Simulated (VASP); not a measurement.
# LiMg12 in VASP: single point with PBE+D3(BJ)

Aim: the single point of LiMg12 with PBE+D3(BJ).

All numbers are computed with VASP 6.6.1; they aren't measurements. Logs are shortened: lines on timing, memory, paths and dates and some standing lists are left out, and cuts for length are marked.

## Step 1: The cell of the first run

The cell holds a slab with vacuum, 13 atoms: a = 6.420 Å, b = 6.420 Å, c = 17.213 Å, α = 90.00°, β = 90.00°, γ = 60.00°.

## Step 2: Single point, PBE+D3(BJ)

INCAR

```
PREC     = Accurate       # precision mode
ENCUT    = 520            # plane-wave cutoff, eV
EDIFF    = 1E-7           # SCF threshold, eV
ISMEAR   = 0              # smearing method
SIGMA    = 0.1            # smearing width, eV
LREAL    = F              # projectors in reciprocal space
LASPH    = T              # aspherical terms in the spheres
NELM     = 80             # most SCF steps
ALGO     = Normal         # electronic algorithm
ISIF     = 2              # what is computed and relaxed
LWAVE    = F              # write WAVECAR
LCHARG   = T              # write CHGCAR
GGA      = PE             # functional
IVDW     = 12             # dispersion correction
LELF     = T              # ELF
LVHAR    = T            
NBANDS   = 26             # bands
```

KPOINTS

```
Automatic mesh
0
Gamma
  5 5 1
```

POSCAR

```
LiMg12
1.0
    6.4200000000      0.0000000000      0.0000000000
    3.2100000000      5.5598830000      0.0000000000
    0.0000000000      0.0000000000     17.2130400000
Mg Li
12 1
Direct
    0.0000000000      0.0000000000      0.0580954904
    0.5000000000      0.0000000000      0.0580954904
   -0.0000000450      0.5000000899      0.0580954904
    0.4999999550      0.5000000899      0.0580954904
   -0.1670762179      0.3328845229      0.2075327775
    0.3320125157      0.3323435044      0.2099049906
   -0.1676306302      0.8322045626      0.2101053620
    0.3353975444      0.8360438520      0.2078916914
    0.0068098078     -0.0057828555      0.3541211779
    0.5044273500      0.0045945211      0.3662384448
   -0.0043615103      0.4957055751      0.3662651106
    0.4937043661      0.5073146323      0.3534065453
    0.7411131125      0.2474821862      0.4902781844
```

Potentials or basis: VASP PAW PBE potentials, release 64 (Mg, Li_sv).

The run is started by

```console
$ cat potpaw_PBE.64/Mg/POTCAR potpaw_PBE.64/Li_sv/POTCAR > POTCAR
$ mpirun -np 1 vasp_std > vasp.out
```

OUTCAR:

```text
PREC = Accurate
   ENCUT = 520
   EDIFF = 1E-7
   ISMEAR = 0
   LREAL = F
   LASPH = T
   NELM = 80
   ISIF = 2
   GGA = PE
   IVDW = 12
 IVDW          = 12

 ion  position               nearest neighbor table
   1  0.000  0.000  0.058-   5 3.17   8 3.18   4 3.21   3 3.21   2 3.21   2 3.21   3 3.21   4 3.21
                             7 3.21
   2  0.500  0.000  0.058-   8 3.16   6 3.20   7 3.20   3 3.21   4 3.21   1 3.21   1 3.21   4 3.21
                             3 3.21
   3  1.000  0.500  0.058-   5 3.17   6 3.20   7 3.20   2 3.21   1 3.21   4 3.21   4 3.21   1 3.21
                             2 3.21
   4  0.500  0.500  0.058-   5 3.17   8 3.18   1 3.21   2 3.21   3 3.21   3 3.21   2 3.21   1 3.21
                             6 3.21
   5  0.833  0.333  0.208-  12 3.14   9 3.15   1 3.17   4 3.17   3 3.17   6 3.20   7 3.20   8 3.21
                             8 3.21   7 3.22   6 3.22  11 3.28
   6  0.332  0.332  0.210-  12 3.10   8 3.18   3 3.20   2 3.20   5 3.20   7 3.21   4 3.21   7 3.21
                             5 3.22   8 3.24  10 3.25  11 3.28
   7  0.832  0.832  0.210-   9 3.11   8 3.18   3 3.20   2 3.20   5 3.20   6 3.21   6 3.21   1 3.21
                             5 3.22   8 3.24  10 3.25  11 3.28
   8  0.335  0.836  0.208-  12 3.10   9 3.11   2 3.16   6 3.18   7 3.18   1 3.18   4 3.18   5 3.21
                             5 3.21   7 3.24   6 3.24  10 3.31
   9  0.007  0.994  0.354-  13 2.88   7 3.11   8 3.11  12 3.13   5 3.15  11 3.19  10 3.20  10 3.24
                            11 3.24  12 3.29
  10  0.504  0.005  0.366-   9 3.20  12 3.20  11 3.21  11 3.21  12 3.24   9 3.24   7 3.25   6 3.25
                             8 3.31
  11  0.996  0.496  0.366-   9 3.19  12 3.19  10 3.21  10 3.21  12 3.24   9 3.24   7 3.28   5 3.28
                             6 3.28
  12  0.494  0.507  0.353-  13 2.86   6 3.10   8 3.10   9 3.13   5 3.14  11 3.19  10 3.20  10 3.24
                            11 3.24   9 3.29
  13  0.741  0.247  0.490-  12 2.86   9 2.88

  LATTYP: Found a hexagonal cell.
 ALAT       =     6.4199999201
 C/A-ratio  =     2.6811589119

  Lattice vectors:

 A1 = (  -3.2100000000,  -5.5598830000,   0.0000000000)
 A2 = (   6.4200000000,   0.0000000000,   0.0000000000)
 A3 = (   0.0000000000,   0.0000000000,  17.2130400000)

Analysis of symmetry for initial positions (statically):
=====================================================================
 Subroutine PRICEL returns:
 Original cell was already a primitive cell.

 Routine SETGRP: Setting up the symmetry group for a
 hexagonal supercell.

 Subroutine GETGRP returns: Found  1 space group operations
 (whereof  1 operations were pure point group operations)
[... 142 lines left out ...]
   EFERMI_NEDOS =   21; number of points for ismear=-14 and -15
   IALGO  =     38    algorithm
   IMIX   =      4    mixing-type and parameters
     AMIX     =   0.40;   BMIX     =  1.00
     AMIX_MAG =   1.60;   BMIX_MAG =  1.00
  volume/ion in A,a.u.               =      47.26       318.94
  Fermi-wavevector in a.u.,A,eV,Ry     =   0.577710  1.091714  4.540931  0.333749
  Thomas-Fermi vector in A             =   1.620723
   LORBIT       =      0    0 simple, 1 ext, 2 COOP (PROOUT), +10 PAW based schemes
   GGA     = PE    functional components
   LHFCALC =     F    Hartree Fock is set to
   AEXX    =    0.0000 exact exchange contribution
   IVDW    =    12    specifies the selected vdW correction
   LEPSILON=     F    determine dielectric tensor
   LRPA    =     F    only Hartree local field effects (RPA)
 non-spin polarized calculation
 Gauss-broadening in eV      SIGMA  =   0.10
  energy-cutoff  :      520.00
  volume of cell :      614.41
 maximum number of plane-waves:     16562
   NGX = 23   NGY = 23   NGZ = 65

 number of electron      27.0000004 magnetization

 Free energy of the ion-electron system (eV)
  ---------------------------------------------------
  ext. energy  EPLUGINS =         0.00000000
  ---------------------------------------------------
  free energy    TOTEN  =       -17.29103749 eV

  energy without entropy =      -17.24999906  energy(sigma->0) =      -17.27051828

 E-fermi :  -0.2404     XC(G=0):  -5.0634

 val. band max:       -0.2526198854   @ k =   0.4000  -0.4000   0.0000
 cond. band min:      -0.2190998181   @ k =   0.4000   0.4000   0.0000
 fundamental gap:      0.0335200672
 Fermi energy:        -0.2404298240

 k-point     1 :       0.0000    0.0000    0.0000
  band No.  band energies     occupation
      1     -48.5698      2.00000
      2      -6.7748      2.00000
      3      -5.5010      2.00000
      4      -3.5729      2.00000
      5      -2.1289      2.00000
      6      -2.0943      2.00000
[... 353 lines left out ...]
     24       2.8127      0.00000
     25       2.8566      0.00000
 [bands above 25 left out]

------------------------ aborting loop because EDIFF is reached ----------------------------------------

 Edisp (eV)   -2.57663

 E8    (eV) :    -1.1691

  FORCE on cell =-STRESS in cart. coord.  units (eV):
  Direction    XX          YY          ZZ          XY          YZ          ZX
  --------------------------------------------------------------------------------------
  -------------------------------------------------------------------------------------
  Total      -7.78540    -7.31260    -0.30868    -0.40325    -0.00642     0.01464
  in kB     -20.30174   -19.06882    -0.80492    -1.05154    -0.01673     0.03818
  external pressure =      -13.39 kB  Pullay stress =        0.00 kB

 VOLUME and BASIS-vectors are now :
 -----------------------------------------------------------------------------
  energy-cutoff  :      520.00
  volume of cell :      614.41
      direct lattice vectors                 reciprocal lattice vectors
     6.420000000  0.000000000  0.000000000     0.155763240 -0.089929950  0.000000000
     3.210000000  5.559883000  0.000000000     0.000000000  0.179859900  0.000000000
     0.000000000  0.000000000 17.213040000     0.000000000  0.000000000  0.058095490

 POSITION                                       TOTAL-FORCE (eV/Angst)
 -----------------------------------------------------------------------------------
      0.00000      0.00000      1.00000        -0.035582      0.019200      0.005288
      3.21000      0.00000      1.00000         0.043295      0.023602      0.007750
      8.02500      2.77994      1.00000        -0.007016     -0.002686      0.010598
      4.81500      2.77994      1.00000        -0.000340     -0.039017      0.004810
      6.41593      1.85080      3.57227        -0.001928     -0.000736     -0.001271
      3.19834      1.84779      3.61310        -0.002877      0.001712      0.001549
      8.01519      4.62696      3.61655        -0.000723     -0.003676      0.001115
      4.83695      4.64831      3.57845        -0.004864     -0.003544     -0.005063
      3.23516      5.52773      6.09550         0.003807      0.010381     -0.004704
      3.25317      0.02554      6.30408         0.002878      0.002254     -0.000538
      7.98321      2.75607      6.30454        -0.002215     -0.001139      0.003208
      4.79806      2.82061      6.08320         0.009880     -0.000671     -0.000148
      5.55236      1.37597      8.43918        -0.004315     -0.005679     -0.022593
 -----------------------------------------------------------------------------------
    total drift:                               -0.000171      0.000715     -0.000333

  FREE ENERGIE OF THE ION-ELECTRON SYSTEM (eV)
  ---------------------------------------------------
  free  energy   TOTEN  =       -19.8676704835 eV

  energy  without entropy=      -19.8266320551  energy(sigma->0) =      -19.84715127
```

OSZICAR:

```text
N       E                     dE             d eps       ncg     rms          rms(c)
DAV:   1     0.541585023405E+02    0.54159E+02   -0.72587E+03   676   0.689E+02
DAV:   2    -0.112540966051E+02   -0.65413E+02   -0.61588E+02   866   0.106E+02
DAV:   3    -0.168625418912E+02   -0.56084E+01   -0.54751E+01  1096   0.236E+01
DAV:   4    -0.177858499134E+02   -0.92331E+00   -0.90372E+00  1238   0.975E+00
[... 11 lines left out ...]
DAV:  16    -0.172910291254E+02   -0.21909E-04   -0.78020E-06   858   0.906E-03    0.157E-03
DAV:  17    -0.172910348071E+02   -0.56817E-05   -0.12630E-06   844   0.371E-03    0.761E-04
DAV:  18    -0.172910370284E+02   -0.22213E-05   -0.65379E-07   830   0.201E-03    0.375E-04
DAV:  19    -0.172910374041E+02   -0.37564E-06   -0.14394E-07   656   0.963E-04    0.219E-04
DAV:  20    -0.172910374916E+02   -0.87564E-07   -0.45550E-08   654   0.641E-04
   1 F= -.19867670E+02 E0= -.19847151E+02  d E =-.410384E-01
```

Wall time 9.8 min (1 thread of Intel Xeon Platinum 8375C at 2.90GHz (Ice Lake), shared host); peak memory 0.66 GiB.

What came out:

```
Free energy                : -19.8677 eV
Largest force              : 0.050 eV/Å
Dispersion energy per atom : -0.198 eV
```

Forces in eV/Å, atoms in the order of the input:
```
Mg  -0.036  0.019  0.005
Mg   0.043  0.024  0.008
Mg  -0.007 -0.003  0.011
Mg   0.000 -0.039  0.005
Mg  -0.002 -0.001 -0.001
Mg  -0.003  0.002  0.002
Mg  -0.001 -0.004  0.001
Mg  -0.005 -0.004 -0.005
Mg   0.004  0.010 -0.005
Mg   0.003  0.002 -0.001
Mg  -0.002 -0.001  0.003
Mg   0.010 -0.001  0.000
Li  -0.004 -0.006 -0.023
```

Caveat: the cutoff is under 1.25 times the usual one of these potentials, so pressure, stress and relaxed cells hold a basis-set (Pulay) error.
